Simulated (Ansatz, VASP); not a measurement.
## Ru2C in VASP and in Ansatz

```
Ru C
1.0
     4.38962    0.00000    0.00000
     0.00000    4.73502    0.00000
     0.00000    0.00000    3.77536
Ru C
4 2
Direct
  0.75000 0.75000 0.00000
  0.25000 0.25000 0.00000
  0.25000 0.75000 0.00000
  0.75000 0.25000 0.00000
  0.50000 0.00000 0.54896
  0.00000 0.50000 0.45104
```

Alike in both runs: task relaxation of cell and atoms; functional PBE; k mesh 4 × 4 × 4; occupations gaussian, width 0.2 eV; no spin polarisation.

```csv
,VASP,Ansatz
version,VASP 6.6.1,Ansatz 0.2.0
potentials or method,"VASP PAW PBE potentials, release 64 (Ru_pv, C), cutoff 600 eV","scalar-relativistic, plane waves, PAW"
valence electrons in the cell,64,72
```

```csv
,VASP,Ansatz,Ansatz less VASP
"gap on the k mesh at the Fermi level, each at its own relaxed structure (eV)",none,none,-
relaxed volume (Å³/atom),11.69,11.70,+0.003
relaxed cell length with the largest relative difference (Å),5.158,5.160,+0.0016
```

A gap of «none» marks a metal or a gap that the smearing closes. VASP's potentials hold 64 valence electrons a cell and Ansatz's 72, so a difference there can come from the potentials and not from the codes.

The k mesh is coarse, so the values compare programs but aren't converged.
